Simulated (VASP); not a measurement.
Runs of VASP 6.6.1 on Cu. The structure is that of space group P6_3/mmc (No. 194), or close to it. The cells are those of the table. 

```csv
cell,further INCAR settings,gap on the mesh (eV),pressure (GPa)
"a = 2.534, b = 2.534, c = 4.185 Å, angles 90.0, 90.0, 120.0°, 2 atoms",ALGO = Fast; EDIFF = 1e-07; NBANDS = 18,none,-3.5
"a = 2.534, b = 2.534, c = 4.092 Å, angles 90.0, 90.0, 120.0°, 2 atoms",ALGO = Fast; EDIFF = 1e-07; NBANDS = 18,none,(a)
"a = 2.534, b = 2.534, c = 4.195 Å, angles 90.0, 90.0, 120.0°, 2 atoms",ALGO = Fast; EDIFF = 1e-07; NBANDS = 18,none,(b)
"a = 2.534, b = 2.534, c = 4.051 Å, angles 90.0, 90.0, 120.0°, 2 atoms",ALGO = Fast; EDIFF = 1e-06; NBANDS = 18,none,1.8
"a = 2.534, b = 2.534, c = 4.071 Å, angles 90.0, 90.0, 120.0°, 2 atoms",ALGO = Fast; EDIFF = 1e-07; NBANDS = 18,none,0.8
```

Alike in all rows: task single point; level PBEsol; potentials or basis VASP PAW PBE potentials, release 64 (Cu); no spin polarisation; k mesh 24 × 24 × 12; cutoff (eV) 520; smearing gaussian 0.15 eV.

Task: Estimate the missing entries.

Result: (a) 0.0; (b) -3.8.

Caveats: the PAW data sets were made with another functional, which shifts forces and pressure a little.

A gap of «none» marks levels without a gap at the run's occupations.
